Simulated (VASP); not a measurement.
# InSb (I-4m2) in VASP: notebook

The runs below take InSb through single point, with PBE.

Program: VASP 6.6.1. These are calculated values, not measurements. Logs are shortened: lines on timing, memory, paths and dates and some standing lists are left out, and cuts for length are marked.

## (1) The cell of the first run

Symmetry: I-4m2, No. 119, tetragonal system. The conventional cell has a = 4.443 Å, b = 4.443 Å, c = 6.478 Å, α = 90.00°, β = 90.00°, γ = 90.00°. Within 3.6 Å of In (site symmetry -4m2) lie 4 Sb at 2.75 Å. Within 3.6 Å of Sb (site symmetry -4m2) lie 4 In at 2.75 Å.

## (2) Single point, PBE (equal xx and yy strain of -3 %)

The input, INCAR:

```
SYSTEM = InSb
PREC = Accurate
ENCUT = 520
EDIFF = 1E-6
ISMEAR = -1
SIGMA = 0.03
LREAL = .FALSE.
LASPH = .TRUE.
NELM = 100
ALGO = Normal
ISIF = 2
LWAVE = .FALSE.
LCHARG = .FALSE.
GGA = PE
NBANDS = 16
```

The input, KPOINTS:

```
Automatic mesh
0
G
  10 10 10
  0 0 0
```

The input, POSCAR:

```
InSb
1.0
    0.0000000000      3.1419270000      3.2391000000
    3.1419270000      0.0000000000      3.2391000000
    3.1419270000      3.1419270000      0.0000000000
In Sb
1 1
Direct
    0.0000000000      0.0000000000      0.0000000000
    0.7500000000      0.7500000000      0.7500000000
```

Potentials or basis: VASP PAW PBE potentials, release 64 (In_d, Sb).

Run with:

```
$ cat potpaw_PBE.64/In_d/POTCAR potpaw_PBE.64/Sb/POTCAR > POTCAR
$ mpirun -np 1 vasp_std > vasp.out
```

OUTCAR:

```text
SYSTEM = InSb
   PREC = Accurate
   ENCUT = 520
   EDIFF = 1E-6
   ISMEAR = -1
   LREAL = .FALSE.
   LASPH = .TRUE.
   NELM = 100
   ISIF = 2
   GGA = PE

 ion  position               nearest neighbor table
   1  0.000  0.000  0.000-   2 2.75   2 2.75   2 2.75   2 2.75
   2  0.750  0.750  0.750-   1 2.75   1 2.75   1 2.75   1 2.75

  LATTYP: Found a body centered tetragonal cell.
 ALAT       =     4.4433557754
 C/A-ratio  =     1.4579521262

  Lattice vectors:

 A1 = (  -3.1419270000,   0.0000000000,   3.2391000000)
 A2 = (   3.1419270000,   0.0000000000,   3.2391000000)
 A3 = (   0.0000000000,   3.1419270000,  -3.2391000000)

Analysis of symmetry for initial positions (statically):
=====================================================================
 Subroutine PRICEL returns:
 Original cell was already a primitive cell.

 Routine SETGRP: Setting up the symmetry group for a
 body centered tetragonal supercell.

 Subroutine GETGRP returns: Found  8 space group operations
 (whereof  8 operations were pure point group operations)
 out of a pool of 16 trial point group operations.

The static configuration has the point symmetry D_2d.

Analysis of symmetry for dynamics (positions and initial velocities):
=====================================================================
 Subroutine PRICEL returns:
 Original cell was already a primitive cell.

 Routine SETGRP: Setting up the symmetry group for a
 body centered tetragonal supercell.

 Subroutine GETGRP returns: Found  8 space group operations
 (whereof  8 operations were pure point group operations)
 out of a pool of 16 trial point group operations.

The dynamic configuration has the point symmetry D_2d.

 Subroutine INISYM returns: Found  8 space group operations
 (whereof  8 operations are pure point group operations),
 and found     1 'primitive' translations

----------------------------------------------------------------------------------------

                                     Primitive cell

  volume of cell :      63.9509

  direct lattice vectors                    reciprocal lattice vectors
     0.000000000  3.141927000  3.239100000    -0.159138007  0.159138007  0.154363867
     3.141927000  0.000000000  3.239100000     0.159138007 -0.159138007  0.154363867
     3.141927000  3.141927000  0.000000000     0.159138007  0.159138007 -0.154363867

  length of vectors
     4.512590618  4.512590618  4.443355775     0.272906602  0.272906602  0.272906602

  position of ions in fractional coordinates (direct lattice)
     0.000000000  0.000000000  0.000000000
     0.750000000  0.750000000  0.750000000

  ion indices of the primitive-cell ions
   primitive index   ion index
                 1           1
                 2           2

----------------------------------------------------------------------------------------

 KPOINTS: Automatic mesh

Automatic generation of k-mesh.
 Grid dimensions read from file:
 generate k-points for:   10   10   10

 Generating k-lattice:

  Cartesian coordinates                     Fractional coordinates (reciprocal lattice)
    -0.015913801  0.015913801  0.015436387     0.100000000 -0.000000000  0.000000000
     0.015913801 -0.015913801  0.015436387    -0.000000000  0.100000000  0.000000000
     0.015913801  0.015913801 -0.015436387     0.000000000  0.000000000  0.100000000

  Length of vectors
     0.027290660  0.027290660  0.027290660

  Shift w.r.t. Gamma in fractional coordinates (k-lattice)
     0.000000000  0.000000000  0.000000000

 Subroutine IBZKPT returns following result:
 ===========================================

 Found    102 irreducible k-points:

 Following reciprocal coordinates:
            Coordinates               Weight
  0.000000  0.000000  0.000000      1.000000
  0.100000  0.000000  0.000000      8.000000
  0.200000  0.000000  0.000000      8.000000
  0.300000  0.000000  0.000000      8.000000
  0.400000  0.000000  0.000000      8.000000
  0.500000  0.000000  0.000000      4.000000
[... 16 lines left out ...]
  0.300000  0.300000  0.000000      2.000000
  0.400000  0.300000  0.000000      8.000000
 [... further k-points ...]
   k-points           NKPTS =    102   k-points in BZ     NKDIM =    102   number of bands    NBANDS=     16
   number of dos      NEDOS =    301   number of ions     NIONS =      2
   total plane-waves  NPLWV =  46656
   dimension x,y,z NGX =    36 NGY =   36 NGZ =   36
   dimension x,y,z NGXF=    72 NGYF=   72 NGZF=   72
   ions per type =               1   1
   NGX,Y,Z   is equivalent  to a cutoff of  13.26, 13.26, 13.47 a.u.
   NGXF,Y,Z  is equivalent  to a cutoff of  26.53, 26.53, 26.94 a.u.
 SYSTEM =  InSb
   PREC   = accura    normal or accurate (medium, high low for compatibility)
   ISTART =      0    job   : 0-new  1-cont  2-samecut
   ICHARG =      2    charge: 1-file 2-atom 10-const
   ISPIN  =      1    spin polarized calculation?
   LNONCOLLINEAR =      F non collinear calculations
   LSORBIT =      F    spin-orbit coupling
   LASPH  =      T    aspherical Exc in radial PAW
   ENCUT  =  520.0 eV  38.22 Ry    6.18 a.u.   8.39  8.39  8.26*2*pi/ulx,y,z
   NELM   =    100;   NELMIN=  2; NELMDL= -5     # of ELM steps
   EDIFF  = 0.1E-05   stopping-criterion for ELM
   LREAL  =      F    real-space projection
   EDIFFG = 0.1E-04   stopping-criterion for IOM
   NSW    =      0    number of steps for IOM
   IBRION =     -1    ionic relax: 0-MD 1-quasi-New 2-CG
   NFREE  =      0    steps in history (QN), initial steepest desc. (CG)
   ISIF   =      2    stress and relaxation
   ISYM   =      2    0-nonsym 1-usesym 2-fastsym
   POTIM  = 0.5000    time-step for ionic-motion
   TEBEG  =    0.0;   TEEND  =   0.0 temperature during run
   PSTRESS=    0.0 pullay stress
   NELECT =      18.0000    total number of electrons
   NUPDOWN=      -1.0000    fix difference up-down
   EMIN   =  10.00;   EMAX   =-10.00  energy-range for DOS
   EFERMI =   0.00;   METHOD = LEGACY
   ISMEAR =    -1;   SIGMA  =   0.03  broadening in eV -4-tet -1-fermi 0-gaus
   EFERMI_NEDOS =   21; number of points for ismear=-14 and -15
   IALGO  =     38    algorithm
   IMIX   =      4    mixing-type and parameters
     AMIX     =   0.40;   BMIX     =  1.00
     AMIX_MAG =   1.60;   BMIX_MAG =  1.00
  volume/ion in A,a.u.               =      31.98       215.78
  Fermi-wavevector in a.u.,A,eV,Ry     =   1.072878  2.027445 15.661207  1.151066
  Thomas-Fermi vector in A             =   2.208661
   LORBIT       =      0    0 simple, 1 ext, 2 COOP (PROOUT), +10 PAW based schemes
   GGA     = PE    functional components
   LHFCALC =     F    Hartree Fock is set to
   AEXX    =    0.0000 exact exchange contribution
   IVDW    =     0    specifies the selected vdW correction
   LEPSILON=     F    determine dielectric tensor
   LRPA    =     F    only Hartree local field effects (RPA)
 non-spin polarized calculation
  energy-cutoff  :      520.00
  volume of cell :       63.95
 maximum number of plane-waves:      1747
 NGX is ok and might be reduce to    36
   NGX = 17   NGY = 17   NGZ = 17

 number of electron      18.0000003 magnetization

 Free energy of the ion-electron system (eV)
  ---------------------------------------------------
  ext. energy  EPLUGINS =         0.00000000
  ---------------------------------------------------
  free energy    TOTEN  =        -6.78142734 eV

  energy without entropy =       -6.78135442  energy(sigma->0) =       -6.78139088

 E-fermi :   5.9029     XC(G=0):  -8.9524

 val. band max:        5.8360561949   @ k =   0.0000   0.0000   0.0000
 cond. band min:       5.9438890892   @ k =   0.0000   0.0000   0.0000
 fundamental gap:      0.1078328944
 Fermi energy:         5.9028888600

 k-point     1 :       0.0000    0.0000    0.0000
  band No.  band energies     occupation
      1      -8.9790      2.00000
      2      -8.9727      2.00000
      3      -8.9727      2.00000
      4      -8.8725      2.00000
      5      -8.8700      2.00000
      6      -5.3453      2.00000
[... 8 lines left out ...]
     15      13.9189      0.00000
     16      14.2665      0.00000

 k-point     2 :       0.1000    0.0000    0.0000
  band No.  band energies     occupation
      1      -8.9818      2.00000
      2      -8.9733      2.00000
      3      -8.9701      2.00000
      4      -8.8729      2.00000
      5      -8.8701      2.00000
      6      -5.2456      2.00000
[... 8 lines left out ...]
     15      13.2656      0.00000
     16      13.6446      0.00000

 k-point     3 :       0.2000    0.0000    0.0000
  band No.  band energies     occupation
      1      -8.9965      2.00000
      2      -8.9674      2.00000
      3      -8.9636      2.00000
      4      -8.8735      2.00000
      5      -8.8699      2.00000
      6      -4.9570      2.00000
[... 8 lines left out ...]
     15      13.0360      0.00000
     16      13.1685      0.00000

 k-point     4 :       0.3000    0.0000    0.0000
  band No.  band energies     occupation
      1      -9.0152      2.00000
      2      -8.9602      2.00000
      3      -8.9562      2.00000
      4      -8.8736      2.00000
      5      -8.8687      2.00000
      6      -4.5203      2.00000
[... 8 lines left out ...]
     15      13.3629      0.00000
     16      13.3714      0.00000
[... 324 lines left out ...]
 k-point    22 :      -0.2000    0.2000    0.0000
  band No.  band energies     occupation
      1      -9.0227      2.00000
      2      -8.9537      2.00000
      3      -8.9532      2.00000
      4      -8.8773      2.00000
      5      -8.8677      2.00000
      6      -4.3561      2.00000
[... 8 lines left out ...]
     15      14.1910      0.00000
     16      14.8286      0.00000

 k-point    23 :       0.3000    0.3000    0.0000
  band No.  band energies     occupation
      1      -9.0436      2.00000
      2      -8.9376      2.00000
      3      -8.9376      2.00000
      4      -8.8834      2.00000
      5      -8.8666      2.00000
      6      -4.2592      2.00000
[... 8 lines left out ...]
     15      15.2620      0.00000
     16      15.5533      0.00000

 k-point    24 :       0.4000    0.3000    0.0000
  band No.  band energies     occupation
      1      -9.0541      2.00000
      2      -8.9326      2.00000
      3      -8.9310      2.00000
      4      -8.8853      2.00000
      5      -8.8659      2.00000
      6      -3.8771      2.00000
[... 8 lines left out ...]
     15      15.6290      0.00000
     16      16.0100      0.00000

 [... further k-points ...]

------------------------ aborting loop because EDIFF is reached ----------------------------------------

  FORCE on cell =-STRESS in cart. coord.  units (eV):
  Direction    XX          YY          ZZ          XY          YZ          ZX
  --------------------------------------------------------------------------------------
  -------------------------------------------------------------------------------------
  Total        2.7666175      2.7666175      2.4473369      0.0000000      0.0000000      0.0000000
  in kB       69.3127562     69.3127562     61.3137400      0.0000000      0.0000000      0.0000000
  external PRESSURE =      66.6464175 kB  Pullay stress =       0.0000000 kB

 VOLUME and BASIS-vectors are now :
 -----------------------------------------------------------------------------
  energy-cutoff  :      520.00
  volume of cell :       63.95
      direct lattice vectors                 reciprocal lattice vectors
     0.000000000  3.141927000  3.239100000    -0.159138007  0.159138007  0.154363867
     3.141927000  0.000000000  3.239100000     0.159138007 -0.159138007  0.154363867
     3.141927000  3.141927000  0.000000000     0.159138007  0.159138007 -0.154363867

 POSITION                                       TOTAL-FORCE (eV/Angst)
 -----------------------------------------------------------------------------------
      0.00000      0.00000      0.00000         0.000000      0.000000      0.000000
      4.71289      4.71289      4.85865        -0.000000     -0.000000      0.000000
 -----------------------------------------------------------------------------------
    total drift:                                0.000000      0.000000     -0.000000

  FREE ENERGIE OF THE ION-ELECTRON SYSTEM (eV)
  ---------------------------------------------------
  free  energy   TOTEN  =        -6.7814273370 eV

  energy  without entropy=       -6.7813544202  energy(sigma->0) =       -6.78139088
```

It took 69 s on 1 thread of AMD EPYC 9R45 (Zen 5), shared host; peak memory 0.24 GiB.

Results:

| Item | Value |
| --- | --- |
| Free energy | -6.7814 eV |
| Pressure | 6.7 GPa |
| Band gap on the k mesh | 0.11 eV |

Caveat: the cell differs from its parent crystal (equal xx and yy strain of -3 %); the cell stands under pressure; semilocal functionals underestimate gaps, and a narrow one can read as zero; spin-orbit coupling is left out, which moves the levels of the heavy elements.

(Continued in part 2 of 3.)

The gap in the log of VASP goes by the Fermi energy; the results here count the filled bands.